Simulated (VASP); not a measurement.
# Hg (Im-3m) in VASP: relaxation of cell and atoms with PBEsol

Aim: the relaxation of cell and atoms of Hg with PBEsol.

Everything below comes from runs of VASP 6.6.1. Logs are shortened: lines on timing, memory, paths and dates and some standing lists are left out, and cuts for length are marked.

## (1) The cell of the first run

It takes space group Im-3m (No. 229, cubic). The conventional cell has a = 2.891 Å, b = 2.891 Å, c = 2.891 Å, α = 90.00°, β = 90.00°, γ = 90.00°. Within 3.3 Å of Hg (site symmetry m-3m) lie 14 Hg at 2.50 to 2.89 Å.

## (2) Relaxation of cell and atoms, PBEsol, target pressure 230 GPa, at which the enthalpy is minimised

INCAR reads:

```
SYSTEM = Hg
PREC = Accurate ; ENCUT = 550
EDIFF = 1E-7 ; ISMEAR = -1
SIGMA = 0.05 ; LREAL = .False.
LASPH = .True. ; NELM = 120
ALGO = Normal ; ISIF = 3
LWAVE = .False. ; LCHARG = .False.
GGA = PS ; IBRION = 2
NSW = 60 ; EDIFFG = -0.005
PSTRESS = 2300.0 ; GGA_COMPAT = .False.
NELMIN = 4
```

KPOINTS reads:

```
Automatic mesh
0
Gamma
  19 19 19
  0 0 0
```

POSCAR reads:

```
Hg
1.0
   -1.4454929749      1.4454929749      1.4454929749
    1.4454929749     -1.4454929749      1.4454929749
    1.4454929749      1.4454929749     -1.4454929749
Hg
1
Direct
    0.0000000000      0.0000000000      0.0000000000
```

Potentials or basis: VASP PAW PBE potentials, release 64 (Hg_sv_GW).

Command:

```bash
cat potpaw_PBE.64/Hg_sv_GW/POTCAR > POTCAR
mpirun -np 1 vasp_std > vasp.out
```

OUTCAR:

```text
SYSTEM = Hg
   PREC = Accurate
   ENCUT = 550
   EDIFF = 1E-7
   ISMEAR = -1
   LREAL = .False.
   LASPH = .True.
   NELM = 120
   ISIF = 3
   GGA = PS
   IBRION = 2
   NSW = 60
   EDIFFG = -0.005
   PSTRESS = 2300.0
   NELMIN = 4

 ion  position               nearest neighbor table
   1  0.000  0.000  0.000-

  LATTYP: Found a body centered cubic cell.
 ALAT       =     2.8909859498

  Lattice vectors:

 A1 = (  -1.4454929749,   1.4454929749,   1.4454929749)
 A2 = (   1.4454929749,  -1.4454929749,   1.4454929749)
 A3 = (   1.4454929749,   1.4454929749,  -1.4454929749)

Analysis of symmetry for initial positions (statically):
=====================================================================
 Subroutine PRICEL returns:
 Original cell was already a primitive cell.

 Routine SETGRP: Setting up the symmetry group for a
 body centered cubic supercell.

 Subroutine GETGRP returns: Found 48 space group operations
 (whereof 48 operations were pure point group operations)
 out of a pool of 48 trial point group operations.

The static configuration has the point symmetry O_h .

Analysis of symmetry for dynamics (positions and initial velocities):
=====================================================================
 Subroutine PRICEL returns:
 Original cell was already a primitive cell.

 Routine SETGRP: Setting up the symmetry group for a
 body centered cubic supercell.

 Subroutine GETGRP returns: Found 48 space group operations
 (whereof 48 operations were pure point group operations)
 out of a pool of 48 trial point group operations.

The dynamic configuration has the point symmetry O_h .

 Subroutine INISYM returns: Found 48 space group operations
 (whereof 48 operations are pure point group operations),
 and found     1 'primitive' translations

----------------------------------------------------------------------------------------

                                     Primitive cell

  volume of cell :      12.0811

  direct lattice vectors                    reciprocal lattice vectors
    -1.445492975  1.445492975  1.445492975     0.000000000  0.345902753  0.345902753
     1.445492975 -1.445492975  1.445492975     0.345902753  0.000000000  0.345902753
     1.445492975  1.445492975 -1.445492975     0.345902753  0.345902753  0.000000000

  length of vectors
     2.503667275  2.503667275  2.503667275     0.489180365  0.489180365  0.489180365

  position of ions in fractional coordinates (direct lattice)
[... 94 lines left out ...]
   IALGO  =     38    algorithm
   IMIX   =      4    mixing-type and parameters
     AMIX     =   0.40;   BMIX     =  1.00
     AMIX_MAG =   1.60;   BMIX_MAG =  1.00
  volume/ion in A,a.u.               =      12.08        81.53
  Fermi-wavevector in a.u.,A,eV,Ry     =   1.936640  3.659719 51.029652  3.750574
  Thomas-Fermi vector in A             =   2.967415
   LORBIT       =      0    0 simple, 1 ext, 2 COOP (PROOUT), +10 PAW based schemes
   GGA     = PS    functional components
   LHFCALC =     F    Hartree Fock is set to
   AEXX    =    0.0000 exact exchange contribution
   IVDW    =     0    specifies the selected vdW correction
   LEPSILON=     F    determine dielectric tensor
   LRPA    =     F    only Hartree local field effects (RPA)
 conjugate gradient relaxation of ions
 non-spin polarized calculation
  energy-cutoff  :      550.00
  volume of cell :       12.08
 maximum number of plane-waves:       370
   NGX =  9   NGY =  9   NGZ =  9

--------------------------------------- Ionic step        1  -------------------------------------------

 number of electron      19.9999993 magnetization

 Free energy of the ion-electron system (eV)
  ---------------------------------------------------
  ext. energy  EPLUGINS =         0.00000000
  ---------------------------------------------------
  free energy    TOTEN  =         3.39072069 eV

  energy without entropy =        3.39332955  energy(sigma->0) =        3.39202512

------------------------ aborting loop because EDIFF is reached ----------------------------------------

  FORCE on cell =-STRESS in cart. coord.  units (eV):
  Direction    XX          YY          ZZ          XY          YZ          ZX
  --------------------------------------------------------------------------------------
  -------------------------------------------------------------------------------------
  Total       17.6087086     17.6087086     17.6087086      0.0000000     -0.0000000      0.0000000
  in kB     2335.2325836   2335.2325836   2335.2325836      0.0000000     -0.0000000      0.0000000
  external PRESSURE =      35.2325836 kB  Pullay stress =    2300.0000000 kB
[... 61 lines left out ...]
--------------------------------------- Ionic step        3  -------------------------------------------

 number of electron      19.9999993 magnetization

 Free energy of the ion-electron system (eV)
  ---------------------------------------------------
  ext. energy  EPLUGINS =         0.00000000
  ---------------------------------------------------
  free energy    TOTEN  =         3.32972427 eV

  energy without entropy =        3.33238686  energy(sigma->0) =        3.33105556

 E-fermi :  18.6011     XC(G=0): -15.9519

 val. band max:       18.5840231209   @ k =  -0.4211  -0.4211   0.1053
 cond. band min:      18.6344273282   @ k =   0.3684   0.1053   0.1053
 fundamental gap:      0.0504042073
 Fermi energy:        18.6011151326

 k-point     1 :       0.0000    0.0000    0.0000
  band No.  band energies     occupation
      1    -100.5855      2.00000
      2     -48.6973      2.00000
      3     -48.6973      2.00000
      4     -48.6973      2.00000
      5       0.0728      2.00000
      6       5.7535      2.00000
      7       5.7535      2.00000
      8       5.7535      2.00000
      9       8.6813      2.00000
     10       8.6813      2.00000
     11      30.7347      0.00000
     12      30.7347      0.00000
     13      30.7347      0.00000
     14      43.1131      0.00000
[... 377 lines left out ...]
      1    -100.5421      2.00000
      2     -49.2036      2.00000
      3     -48.8883      2.00000
      4     -48.7192      2.00000
      5       3.0383      2.00000
      6       4.4450      2.00000
      7       7.2963      2.00000
      8       8.3830      2.00000
      9       9.1810      2.00000
     10      11.3199      2.00000
     11      22.9152      0.00000
     12      27.6657      0.00000
     13      31.1067      0.00000
     14      37.1573      0.00000

 [... further k-points ...]

------------------------ aborting loop because EDIFF is reached ----------------------------------------

  FORCE on cell =-STRESS in cart. coord.  units (eV):
  Direction    XX          YY          ZZ          XY          YZ          ZX
  --------------------------------------------------------------------------------------
  -------------------------------------------------------------------------------------
  Total       17.3993142     17.3993142     17.3993142      0.0000000     -0.0000000      0.0000000
  in kB     2299.4356273   2299.4356273   2299.4356273      0.0000000     -0.0000000      0.0000000
  external PRESSURE =      -0.5643727 kB  Pullay stress =    2300.0000000 kB
[... 20 lines left out ...]
  energy  without entropy=        3.3323868554  energy(sigma->0) =        3.33105556

  enthalpy is  TOTEN    =        20.7333089581 eV   P V=       17.4035846924

 reached required accuracy - stopping structural energy minimisation
```

OSZICAR:

```text
N       E                     dE             d eps       ncg     rms          rms(c)
DAV:   1     0.353849950191E+03    0.35385E+03   -0.13140E+04  6458   0.241E+03
DAV:   2     0.248643255698E+02   -0.32899E+03   -0.31236E+03  6160   0.758E+02
DAV:   3     0.404186722118E+01   -0.20822E+02   -0.20742E+02  9242   0.202E+02
[... 26 lines left out ...]
DAV:   5     0.332981621226E+01   -0.22008E-02   -0.30069E-03  8280   0.106E+00    0.267E-01
DAV:   6     0.332977807001E+01   -0.38142E-04   -0.25611E-05  8074   0.717E-02    0.196E-01
DAV:   7     0.332972412756E+01   -0.53942E-04   -0.58436E-05  8168   0.169E-01    0.433E-02
DAV:   8     0.332972430797E+01    0.18040E-06   -0.15222E-06  8508   0.222E-02    0.144E-02
DAV:   9     0.332972426575E+01   -0.42212E-07   -0.38584E-08  4162   0.362E-03
   3 F= 0.20733309E+02 E0= 0.20734640E+02  d E =-.450742E-03
```

It took 46 s on 1 thread of AMD EPYC 9R45 (Zen 5), shared host; peak memory 0.14 GiB.

Results:

```
Free energy                                                : 3.3297 eV
Relaxed volume                                             : 12.12 Å³/atom
Relaxed cell                                               : a = 2.507 Å, b = 2.507 Å, c = 2.507 Å, α = 109.47°, β = 109.47°, γ = 109.47°
Space group after relaxing (to 0.1 Å)                      : Im-3m (No. 229)
Energy change on relaxing (the run minimises the enthalpy) : -61.0 meV/atom
Ionic steps                                                : 3
Pressure after relaxing                                    : 229.9 GPa
Band gap on the k mesh                                     : zero (bands 10 and 11 overlap by 2.34 eV)
```

The path:
```
step  energy change (eV)  largest force (eV/Å)  pressure (GPa)  volume (Å³)
   1              0.0000                0.0000          233.52        12.08
   2             -0.6299                0.0000          196.59        12.55
   3             -0.0610                0.0000          229.94        12.12
```

Final structure:
```
Hg
1.0
    -1.44717    1.44717    1.44717
     1.44717   -1.44717    1.44717
     1.44717    1.44717   -1.44717
Hg
1
Direct
  0.00000 0.00000 0.00000
```

Caveat: the cell is relaxed towards a set pressure, so the run minimises the enthalpy, not the energy; the PAW data sets were made with another functional, which shifts forces and pressure a little; spin-orbit coupling is left out, which moves the levels of the heavy elements.

The gap in the log of VASP goes by the Fermi energy; the results here count the filled bands.